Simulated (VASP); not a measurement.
Write the native input for VASP 6.6.1 that does the following.

```
Task                   : single point
Functional             : PBE
Potentials or basis    : VASP PAW PBE potentials, release 64 (Y_sv)
Cutoff                 : 520 eV
k mesh                 : 14 × 14 × 14
Occupations            : gaussian, width 0.1 eV
Spin                   : no spin polarisation
Dipole correction      : no
Further INCAR settings : ALGO = Normal; EDIFF = 1e-07; NBANDS = 12
```

The structure of Y lies in POSCAR:

```
Y
1.0
    0.0000000000      2.5319323489      2.5319323489
    2.5319323489      0.0000000000      2.5319323489
    2.5319323489      2.5319323489      0.0000000000
Y
1
Direct
    0.0000000000      0.0000000000      0.0000000000
```

One way to write it, as run:

INCAR

```
SYSTEM = Y
PREC = Accurate
ENCUT = 520
EDIFF = 1E-7
ISMEAR = 0
SIGMA = 0.1
LREAL = .FALSE.
LASPH = .TRUE.
NELM = 100
ALGO = Normal
ISIF = 2
LWAVE = .FALSE.
LCHARG = .TRUE.
GGA = PE
LELF = .TRUE.
LVHAR = .TRUE.
NBANDS = 12
```

KPOINTS

```
regular mesh
0
G
  14 14 14
  0 0 0
```

Potentials or basis: VASP PAW PBE potentials, release 64 (Y_sv).

Command:

```bash
$ cat potpaw_PBE.64/Y_sv/POTCAR > POTCAR
$ mpirun -np 1 vasp_std > vasp.out
```

Results of the run:

```
Pressure : -0.1 GPa
```

Run time: 31 s on 1 thread of Intel(R) Xeon(R) Platinum 8488C (Sapphire Rapids), on a shared host, peak memory 0.2 GiB.
